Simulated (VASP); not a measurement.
# SnO2 (Pnnm) in VASP: a series of runs

SnO2 is run at these levels: PBEsol; tasks: single point.

Everything below comes from runs of VASP 6.6.1. Logs are shortened: lines on timing, memory, paths and dates and some standing lists are left out, and cuts for length are marked.

### Step 1. The cell of the first run

The structure is orthorhombic, space group Pnnm (No. 58). The conventional cell has a = 4.690 Å, b = 4.767 Å, c = 3.175 Å, α = 90.00°, β = 90.00°, γ = 90.00°. Sn (site symmetry 2/m) has 6 O at 2.05 Å within 2.7 Å. Within 2.7 Å of O (site symmetry m) lie 3 Sn at 2.05 Å and 1 O at 2.59 Å.

### Step 2. Single point, PBEsol

INCAR

```
ALGO     = Normal         # electronic algorithm
EDIFF    = 1E-6           # SCF threshold, eV
ENCUT    = 520            # plane-wave cutoff, eV
GGA      = PS             # functional
ISIF     = 2              # what is computed and relaxed
ISMEAR   = 0              # smearing method
LASPH    = True           # aspherical terms in the spheres
LCHARG   = False          # write CHGCAR
LREAL    = False          # projectors in reciprocal space
LWAVE    = False          # write WAVECAR
NBANDS   = 35             # bands
NELM     = 60             # most SCF steps
PREC     = Accurate       # precision mode
SIGMA    = 0.01           # smearing width, eV
```

KPOINTS

```
k-points
0
Gamma
  4 4 6
```

POSCAR

```
SnO2
1.0
    4.6902622069      0.0000000000      0.0000000000
    0.0000000000      4.7672361241      0.0000000000
    0.0000000000      0.0000000000      3.1747386606
Sn O
2 4
Direct
    0.5000000000      0.5000000000      0.5000000000
    0.0000000000      0.0000000000      0.0000000000
    0.2918550000      0.3210420000      0.0000000000
    0.7918550000      0.1789580000      0.5000000000
    0.2081450000      0.8210420000      0.5000000000
    0.7081450000      0.6789580000      0.0000000000
```

Potentials or basis: VASP PAW PBE potentials, release 64 (Sn_d, O).

On the command line:

```bash
$ cat potpaw_PBE.64/Sn_d/POTCAR potpaw_PBE.64/O/POTCAR > POTCAR
$ mpirun -np 1 vasp_std > vasp.out
```

OUTCAR:

```text
EDIFF = 1E-6
   ENCUT = 520
   GGA = PS
   ISIF = 2
   ISMEAR = 0
   LASPH = True
   LREAL = False
   NELM = 60
   PREC = Accurate

 ion  position               nearest neighbor table
   1  0.500  0.500  0.500-   3 2.05   6 2.05   3 2.05   6 2.05   5 2.05   4 2.05   2 3.70   2 3.70
                             2 3.70   2 3.70   2 3.70   2 3.70   2 3.70   2 3.70
   2  0.000  0.000  0.000-   4 2.05   5 2.05   4 2.05   5 2.05   3 2.05   6 2.05   1 3.70   1 3.70
                             1 3.70   1 3.70   1 3.70   1 3.70   1 3.70   1 3.70
   3  0.292  0.321  0.000-   1 2.05   1 2.05   2 2.05
   4  0.792  0.179  0.500-   2 2.05   2 2.05   1 2.05
   5  0.208  0.821  0.500-   2 2.05   2 2.05   1 2.05
   6  0.708  0.679  0.000-   1 2.05   1 2.05   2 2.05

  LATTYP: Found a simple orthorhombic cell.
 ALAT       =     3.1747386606
 B/A-ratio  =     1.4773695439
 C/A-ratio  =     1.5016152930

  Lattice vectors:

 A1 = (   0.0000000000,   0.0000000000,   3.1747386606)
 A2 = (   4.6902622069,   0.0000000000,   0.0000000000)
 A3 = (   0.0000000000,   4.7672361241,   0.0000000000)

Analysis of symmetry for initial positions (statically):
=====================================================================
 Subroutine PRICEL returns:
 Original cell was already a primitive cell.

 Routine SETGRP: Setting up the symmetry group for a
 simple orthorhombic supercell.

 Subroutine GETGRP returns: Found  8 space group operations
 (whereof  4 operations were pure point group operations)
 out of a pool of  8 trial point group operations.

The static configuration has the point symmetry C_2h.
 The point group associated with its full space group is D_2h.

Analysis of symmetry for dynamics (positions and initial velocities):
=====================================================================
 Subroutine PRICEL returns:
 Original cell was already a primitive cell.

 Routine SETGRP: Setting up the symmetry group for a
 simple orthorhombic supercell.

 Subroutine GETGRP returns: Found  8 space group operations
 (whereof  4 operations were pure point group operations)
 out of a pool of  8 trial point group operations.

The dynamic configuration has the point symmetry C_2h.
 The point group associated with its full space group is D_2h.

 Subroutine INISYM returns: Found  8 space group operations
 (whereof  4 operations are pure point group operations),
 and found     1 'primitive' translations

----------------------------------------------------------------------------------------

                                     Primitive cell

  volume of cell :      70.9858

  direct lattice vectors                    reciprocal lattice vectors
     4.690262207  0.000000000  0.000000000     0.213207696  0.000000000  0.000000000
     0.000000000  4.767236124  0.000000000     0.000000000  0.209765150  0.000000000
     0.000000000  0.000000000  3.174738661     0.000000000  0.000000000  0.314986557

  length of vectors
     4.690262207  4.767236124  3.174738661     0.213207696  0.209765150  0.314986557

  position of ions in fractional coordinates (direct lattice)
     0.500000000  0.500000000  0.500000000
     0.000000000  0.000000000  0.000000000
     0.291855000  0.321042000  0.000000000
     0.791855000  0.178958000  0.500000000
     0.208145000  0.821042000  0.500000000
     0.708145000  0.678958000  0.000000000

  ion indices of the primitive-cell ions
   primitive index   ion index
                 1           1
                 2           2
                 3           3
                 4           4
                 5           5
                 6           6

----------------------------------------------------------------------------------------

 KPOINTS: k-points

Automatic generation of k-mesh.
 Grid dimensions read from file:
 generate k-points for:    4    4    6

 Generating k-lattice:

  Cartesian coordinates                     Fractional coordinates (reciprocal lattice)
     0.053301924  0.000000000  0.000000000     0.250000000  0.000000000  0.000000000
     0.000000000  0.052441287  0.000000000     0.000000000  0.250000000  0.000000000
     0.000000000  0.000000000  0.052497759     0.000000000  0.000000000  0.166666667

  Length of vectors
     0.053301924  0.052441287  0.052497759

  Shift w.r.t. Gamma in fractional coordinates (k-lattice)
     0.000000000  0.000000000  0.000000000

 Subroutine IBZKPT returns following result:
 ===========================================

 Found     36 irreducible k-points:

 Following reciprocal coordinates:
            Coordinates               Weight
  0.000000  0.000000  0.000000      1.000000
  0.250000  0.000000  0.000000      2.000000
  0.500000  0.000000  0.000000      1.000000
  0.000000  0.250000  0.000000      2.000000
  0.250000  0.250000  0.000000      4.000000
  0.500000  0.250000  0.000000      2.000000
[... 16 lines left out ...]
  0.250000  0.250000  0.333333      8.000000
  0.500000  0.250000  0.333333      4.000000
 [... further k-points ...]
   k-points           NKPTS =     36   k-points in BZ     NKDIM =     36   number of bands    NBANDS=     35
   number of dos      NEDOS =    301   number of ions     NIONS =      6
   total plane-waves  NPLWV =  31104
   dimension x,y,z NGX =    36 NGY =   36 NGZ =   24
   dimension x,y,z NGXF=    72 NGYF=   72 NGZF=   48
   ions per type =               2   4
   NGX,Y,Z   is equivalent  to a cutoff of  12.76, 12.55, 12.57 a.u.
   NGXF,Y,Z  is equivalent  to a cutoff of  25.52, 25.11, 25.14 a.u.
 SYSTEM =  unknown system
   PREC   = accura    normal or accurate (medium, high low for compatibility)
   ISTART =      0    job   : 0-new  1-cont  2-samecut
   ICHARG =      2    charge: 1-file 2-atom 10-const
   ISPIN  =      1    spin polarized calculation?
   LNONCOLLINEAR =      F non collinear calculations
   LSORBIT =      F    spin-orbit coupling
   LASPH  =      T    aspherical Exc in radial PAW
   ENCUT  =  520.0 eV  38.22 Ry    6.18 a.u.   8.72  8.86  5.90*2*pi/ulx,y,z
   NELM   =     60;   NELMIN=  2; NELMDL= -5     # of ELM steps
   EDIFF  = 0.1E-05   stopping-criterion for ELM
   LREAL  =      F    real-space projection
   EDIFFG = 0.1E-04   stopping-criterion for IOM
   NSW    =      0    number of steps for IOM
   IBRION =     -1    ionic relax: 0-MD 1-quasi-New 2-CG
   NFREE  =      0    steps in history (QN), initial steepest desc. (CG)
   ISIF   =      2    stress and relaxation
   ISYM   =      2    0-nonsym 1-usesym 2-fastsym
   POTIM  = 0.5000    time-step for ionic-motion
   TEBEG  =    0.0;   TEEND  =   0.0 temperature during run
   PSTRESS=    0.0 pullay stress
   NELECT =      52.0000    total number of electrons
   NUPDOWN=      -1.0000    fix difference up-down
   EMIN   =  10.00;   EMAX   =-10.00  energy-range for DOS
   EFERMI =   0.00;   METHOD = LEGACY
   ISMEAR =     0;   SIGMA  =   0.01  broadening in eV -4-tet -1-fermi 0-gaus
   EFERMI_NEDOS =   21; number of points for ismear=-14 and -15
   IALGO  =     38    algorithm
   IMIX   =      4    mixing-type and parameters
     AMIX     =   0.40;   BMIX     =  1.00
     AMIX_MAG =   1.60;   BMIX_MAG =  1.00
  volume/ion in A,a.u.               =      11.83        79.84
  Fermi-wavevector in a.u.,A,eV,Ry     =   1.475770  2.788801 29.632091  2.177897
  Thomas-Fermi vector in A             =   2.590379
   LORBIT       =      0    0 simple, 1 ext, 2 COOP (PROOUT), +10 PAW based schemes
   GGA     = PS    functional components
   LHFCALC =     F    Hartree Fock is set to
   AEXX    =    0.0000 exact exchange contribution
   IVDW    =     0    specifies the selected vdW correction
   LEPSILON=     F    determine dielectric tensor
   LRPA    =     F    only Hartree local field effects (RPA)
 non-spin polarized calculation
 Gauss-broadening in eV      SIGMA  =   0.01
  energy-cutoff  :      520.00
  volume of cell :       70.99
 maximum number of plane-waves:      1928
 NGX is ok and might be reduce to    36
   NGX = 17   NGY = 17   NGZ = 11

 number of electron      51.9999989 magnetization

 Free energy of the ion-electron system (eV)
  ---------------------------------------------------
  ext. energy  EPLUGINS =         0.00000000
  ---------------------------------------------------
  free energy    TOTEN  =       -39.61035117 eV

  energy without entropy =      -39.61035117  energy(sigma->0) =      -39.61035117

 E-fermi :   6.0827     XC(G=0): -11.5821

 val. band max:        6.0370495145   @ k =   0.0000   0.0000   0.0000
 cond. band min:       7.3752805198   @ k =   0.0000   0.0000   0.0000
 fundamental gap:      1.3382310053
 Fermi energy:         6.0826968140

 k-point     1 :       0.0000    0.0000    0.0000
  band No.  band energies     occupation
      1     -14.9366      2.00000
      2     -14.1461      2.00000
      3     -13.8368      2.00000
      4     -13.8153      2.00000
      5     -13.8106      2.00000
      6     -13.7321      2.00000
[... 27 lines left out ...]
     34      18.3577      0.00000
     35      18.4675      0.00000

 k-point     2 :       0.2500    0.0000    0.0000
  band No.  band energies     occupation
      1     -14.8388      2.00000
      2     -14.2584      2.00000
      3     -13.8367      2.00000
      4     -13.8108      2.00000
      5     -13.8072      2.00000
      6     -13.8027      2.00000
[... 27 lines left out ...]
     34      18.3714      0.00000
     35      18.5709      0.00000

 k-point     3 :       0.5000    0.0000    0.0000
  band No.  band energies     occupation
      1     -14.5707      2.00000
      2     -14.5707      2.00000
      3     -13.8352      2.00000
      4     -13.8352      2.00000
      5     -13.8049      2.00000
      6     -13.8049      2.00000
[... 27 lines left out ...]
     34      18.6704      0.00000
     35      18.7025      0.00000

 k-point     4 :       0.0000    0.2500    0.0000
  band No.  band energies     occupation
      1     -14.8395      2.00000
      2     -14.2603      2.00000
      3     -13.8370      2.00000
      4     -13.8105      2.00000
      5     -13.8072      2.00000
      6     -13.8019      2.00000
[... 27 lines left out ...]
     34      18.0105      0.00000
     35      18.4503      0.00000

 k-point     5 :       0.2500    0.2500    0.0000
  band No.  band energies     occupation
      1     -14.7900      2.00000
      2     -14.3850      2.00000
      3     -13.8346      2.00000
      4     -13.8145      2.00000
      5     -13.8094      2.00000
      6     -13.8046      2.00000
[... 638 lines left out ...]
 k-point    22 :       0.0000    0.2500    0.3333
  band No.  band energies     occupation
      1     -14.6775      2.00000
      2     -14.6109      2.00000
      3     -14.1996      2.00000
      4     -13.8371      2.00000
      5     -13.6722      2.00000
      6     -13.6594      2.00000
[... 27 lines left out ...]
     34      17.9098      0.00000
     35      18.4099      0.00000

 k-point    23 :       0.2500    0.2500    0.3333
  band No.  band energies     occupation
      1     -14.7252      2.00000
      2     -14.5057      2.00000
      3     -14.2949      2.00000
      4     -13.8528      2.00000
      5     -13.6787      2.00000
      6     -13.6519      2.00000
[... 27 lines left out ...]
     34      18.1263      0.00000
     35      18.3019      0.00000

 k-point    24 :       0.5000    0.2500    0.3333
  band No.  band energies     occupation
      1     -14.6491      2.00000
      2     -14.6491      2.00000
      3     -14.0749      2.00000
      4     -14.0749      2.00000
      5     -13.6677      2.00000
      6     -13.6677      2.00000
[... 27 lines left out ...]
     34      17.6332      0.00000
     35      18.8076      0.00000

 [... further k-points ...]

------------------------ aborting loop because EDIFF is reached ----------------------------------------

  FORCE on cell =-STRESS in cart. coord.  units (eV):
  Direction    XX          YY          ZZ          XY          YZ          ZX
  --------------------------------------------------------------------------------------
  -------------------------------------------------------------------------------------
  Total        2.5417645      2.3963566      3.7416383     -0.0000000      0.0000000      0.0000000
  in kB       57.3685839     54.0866718     84.4501883     -0.0000000      0.0000000      0.0000000
  external PRESSURE =      65.3018147 kB  Pullay stress =       0.0000000 kB

 VOLUME and BASIS-vectors are now :
 -----------------------------------------------------------------------------
  energy-cutoff  :      520.00
  volume of cell :       70.99
      direct lattice vectors                 reciprocal lattice vectors
     4.690262207  0.000000000  0.000000000     0.213207696  0.000000000  0.000000000
     0.000000000  4.767236124  0.000000000     0.000000000  0.209765150  0.000000000
     0.000000000  0.000000000  3.174738661     0.000000000  0.000000000  0.314986557

 POSITION                                       TOTAL-FORCE (eV/Angst)
 -----------------------------------------------------------------------------------
      2.34513      2.38362      1.58737        -0.000000      0.000000      0.000000
      0.00000      0.00000      0.00000        -0.000000      0.000000      0.000000
      1.36888      1.53048      0.00000        -0.103322     -0.137571      0.000000
      3.71401      0.85314      1.58737        -0.103322      0.137571      0.000000
      0.97625      3.91410      1.58737         0.103322     -0.137571     -0.000000
      3.32139      3.23675      0.00000         0.103322      0.137571     -0.000000
 -----------------------------------------------------------------------------------
    total drift:                                0.000000      0.000000      0.000000

  FREE ENERGIE OF THE ION-ELECTRON SYSTEM (eV)
  ---------------------------------------------------
  free  energy   TOTEN  =       -39.6103511734 eV

  energy  without entropy=      -39.6103511734  energy(sigma->0) =      -39.61035117
```

Wall time 57 s (1 thread of Intel Xeon Platinum 8124M at 3.00GHz (Skylake/Cascade Lake), shared host); peak memory 0.21 GiB.

Results:

```yaml
Free_energy: -39.6104 eV
Pressure: 6.5 GPa
Largest_force: 0.172 eV/Å
Band_gap_on_the_k_mesh: 1.34 eV, direct
```

Forces in eV/Å, atoms in the order of the input:
```
Sn   0.000  0.000  0.000
Sn   0.000  0.000  0.000
O   -0.103 -0.138  0.000
O   -0.103  0.138  0.000
O    0.103 -0.138  0.000
O    0.103  0.138  0.000
```

Caveat: the PAW data sets were made with another functional, which shifts forces and pressure a little; spin-orbit coupling is left out, which moves the levels of the heavy elements.

### Step 3. Single point, PBEsol

This run uses another cell than the first one, of 12.33 Å³/atom, 1.043 times its volume.

INCAR

```
ALGO = Normal ; EDIFF = 1E-7
ENCUT = 520 ; GGA = PS
ISIF = 2 ; ISMEAR = 0
LASPH = T ; LCHARG = T
LELF = T ; LREAL = F
LVHAR = T ; LWAVE = F
NBANDS = 35 ; NELM = 100
PREC = Accurate ; SIGMA = 0.01
```

KPOINTS is that of step 2.

POSCAR, as its differences from that of step 2:

```diff
@@ -2,5 +2,5 @@
 1.0
-    4.6902622069      0.0000000000      0.0000000000
-    0.0000000000      4.7672361241      0.0000000000
-    0.0000000000      0.0000000000      3.1747386606
+    4.7558687767      0.0000000000      0.0000000000
+    0.0000000000      4.8339193917      0.0000000000
+    0.0000000000      0.0000000000      3.2191463513
 Sn O
```

Potentials or basis: VASP PAW PBE potentials, release 64 (Sn_d, O).

On the command line:

```bash
$ cat potpaw_PBE.64/Sn_d/POTCAR potpaw_PBE.64/O/POTCAR > POTCAR
$ mpirun -np 1 vasp_std > vasp.out
```

Wall time 68 s (1 thread of Intel Xeon Platinum 8124M at 3.00GHz (Skylake/Cascade Lake), shared host); peak memory 0.21 GiB.

Results (log left out):

```
Free energy            : -39.6531 eV
Pressure               : -2.2 GPa
Largest force          : 0.068 eV/Å
Band gap on the k mesh : 0.90 eV, direct
```

Forces in eV/Å, atoms in the order of the input:
```
Sn   0.000  0.000  0.000
Sn   0.000  0.000  0.000
O    0.040 -0.055  0.000
O    0.040  0.055  0.000
O   -0.040 -0.055  0.000
O   -0.040  0.055  0.000
```

Stress tensor (GPa, compression positive):
```
-2.08  0.00  0.00
 0.00 -2.35  0.00
 0.00  0.00 -2.03
```

Levels at points of the mesh, in eV from the valence-band top:
| k point | band 23 | band 24 | band 25 | band 26 | band 27 | band 28 | band 29 | band 30 |
| --- | --- | --- | --- | --- | --- | --- | --- | --- |
| (0.00, 0.00, 0.00) | -1.15 | -0.66 | -0.65 | 0.00 | 0.90 | 5.80 | 6.01 | 6.17 |
| (0.50, 0.00, 0.00) | -1.13 | -1.13 | -0.46 | -0.46 | 3.98 | 3.98 | 6.60 | 6.60 |
| (0.00, 0.50, 0.00) | -1.12 | -1.12 | -0.58 | -0.58 | 4.14 | 4.14 | 7.06 | 7.06 |
| (0.50, 0.50, 0.00) | -1.25 | -1.25 | -0.76 | -0.76 | 4.47 | 4.47 | 7.20 | 7.20 |
| (0.00, 0.00, 0.50) | -1.52 | -1.52 | -1.09 | -1.09 | 5.78 | 5.78 | 9.40 | 9.40 |
| (0.50, 0.00, 0.50) | -0.87 | -0.87 | -0.72 | -0.72 | 6.09 | 6.09 | 7.78 | 7.78 |
| (0.00, 0.50, 0.50) | -1.09 | -1.09 | -0.61 | -0.61 | 5.99 | 5.99 | 7.56 | 7.56 |
| (0.50, 0.50, 0.50) | -0.87 | -0.87 | -0.70 | -0.70 | 4.51 | 4.51 | 8.61 | 8.61 |

Caveat: the PAW data sets were made with another functional, which shifts forces and pressure a little; spin-orbit coupling is left out, which moves the levels of the heavy elements.

[end of part 1 of 3]
